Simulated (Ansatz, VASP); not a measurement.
**One calculation of AsSe3, two programs**

Contents of INCAR:

```
SYSTEM = AsSe3
PREC = Accurate
ENCUT = 520
EDIFF = 1E-7
ISMEAR = 0
SIGMA = 0.1
LREAL = .False.
LASPH = .True.
NELM = 100
ALGO = Normal
ISIF = 2
LWAVE = .False.
LCHARG = .False.
GGA = PE
NBANDS = 20
```

KPOINTS

```
Automatic mesh
0
Gamma
  10 10 10
  0 0 0
```

The input POSCAR:

```
AsSe3
1.0
    5.0950336534      0.0000000000      0.0000000000
    0.0000000000      5.0950336534      0.0000000000
    0.0000000000      0.0000000000      5.0950336534
As Se
1 3
Direct
    0.0000000000      0.0000000000      0.0000000000
    0.0000000000      0.0000000000      0.5000000000
    0.0000000000      0.5000000000      0.0000000000
    0.5000000000      0.0000000000      0.0000000000
```

Input for Ansatz:

```yaml
crystal:
  lattice:
    - [5.0950336534, 0.0, 0.0]
    - [0.0, 5.0950336534, 0.0]
    - [0.0, 0.0, 5.0950336534]
  atoms:
    - { symbol: As, position: [0.0, 0.0, 0.0] }
    - { symbol: Se, position: [0.0, 0.0, 0.5] }
    - { symbol: Se, position: [0.0, 0.5, 0.0] }
    - { symbol: Se, position: [0.5, 0.0, 0.0] }
basis:
  ecutwfc: 420
kpoints:
  mp_grid: { grid: [10, 10, 10] }
  band_path:
    path:
      - [[0.0, 0.0, 0.0], [0.0, 0.5, 0.0], [0.5, 0.5, 0.0], [0.0, 0.0, 0.0], [0.5, 0.5, 0.5], [0.0, 0.5, 0.0]]
      - [[0.5, 0.5, 0.5], [0.5, 0.5, 0.0]]
    npoints: 14
hamiltonian:
  xc: pbe
scf:
  occupations: { method: gaussian, width: 0.1 }
  n_extra_bands: 10
output:
  forces: true
  stress: true
  eigenvalues: true
  populations: true
  dos: { projected: true, de: 0.02, nscf_kmesh: { grid: [12, 12, 12] } }
  bader: true
  write_density: true
  write_potential: true
  elf: true
  volumetric_format: npy
```

Alike in both runs: task single point; functional PBE; k mesh 10 × 10 × 10; occupations gaussian, width 0.1 eV; no spin polarisation.

|  | VASP | Ansatz |
| --- | --- | --- |
| version | VASP 6.6.1 | Ansatz 0.2.0 |
| potentials or method | VASP PAW PBE potentials, release 64 (As, Se), cutoff 520 eV | scalar-relativistic, plane waves, PAW |
| valence electrons in the cell | 23 | 63 |

Ansatz gave:

- gap on the k mesh at the Fermi level (eV): none
- pressure (GPa): 0.0

Q: Estimate VASP's values.

A: gap on the k mesh at the Fermi level (eV): none; pressure (GPa): 0.1.

A gap of «none» marks a metal or a gap that the smearing closes. With one functional, cell and mesh, what is left measures potentials, basis and numerics. VASP's potentials hold 23 valence electrons a cell and Ansatz's 63, so a difference there can come from the potentials and not from the codes.
